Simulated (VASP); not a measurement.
Wanted: the native input for a VASP 6.6.1 run.

```yaml
Task: single point
Functional: PBEsol
Potentials_or_basis: VASP PAW PBE potentials, release 64 (Ti_sv, O)
Cutoff: 520 eV
k_mesh: 8 × 8 × 8
Occupations: fermi-dirac, width 0.02 eV
Spin: no spin polarisation
Dipole_correction: no
Further_INCAR_settings: ALGO = Normal; EDIFF = 1e-06; NBANDS = 19
```

The structure of TiO2 lies in POSCAR:

```
TiO2
1.0
    0.0000000000      2.3886669315      2.3886669315
    2.3886669315      0.0000000000      2.3886669315
    2.3886669315      2.3886669315      0.0000000000
Ti O
1 2
Direct
    0.0000000000      0.0000000000      0.0000000000
    0.2500000000      0.2500000000      0.2500000000
    0.7500000000      0.7500000000      0.7500000000
```

These files were run (other wordings do the same):

INCAR

```
SYSTEM = TiO2
PREC = Accurate ; ENCUT = 520
EDIFF = 1E-6 ; ISMEAR = -1
SIGMA = 0.02 ; LREAL = .FALSE.
LASPH = .TRUE. ; NELM = 60
ALGO = Normal ; ISIF = 2
LWAVE = .FALSE. ; LCHARG = .TRUE.
GGA = PS ; LELF = .TRUE.
LVHAR = .TRUE. ; NBANDS = 19
```

KPOINTS

```
Automatic mesh
0
G
  8 8 8
  0 0 0
```

Potentials or basis: VASP PAW PBE potentials, release 64 (Ti_sv, O).

Run with:

```sh
$ cat potpaw_PBE.64/Ti_sv/POTCAR potpaw_PBE.64/O/POTCAR > POTCAR
$ mpirun -np 1 vasp_std > vasp.out
```

Results of the run:

```yaml
Pressure: 0.9 GPa
Band_gap_on_the_k_mesh: 1.07 eV, indirect (least direct gap 1.80 eV)
```

Caveat: the PAW data sets were made with another functional, which shifts forces and pressure a little.

Run time: 57 s on 1 thread of AMD EPYC 7R13 (shared host), peak memory 0.13 GiB.
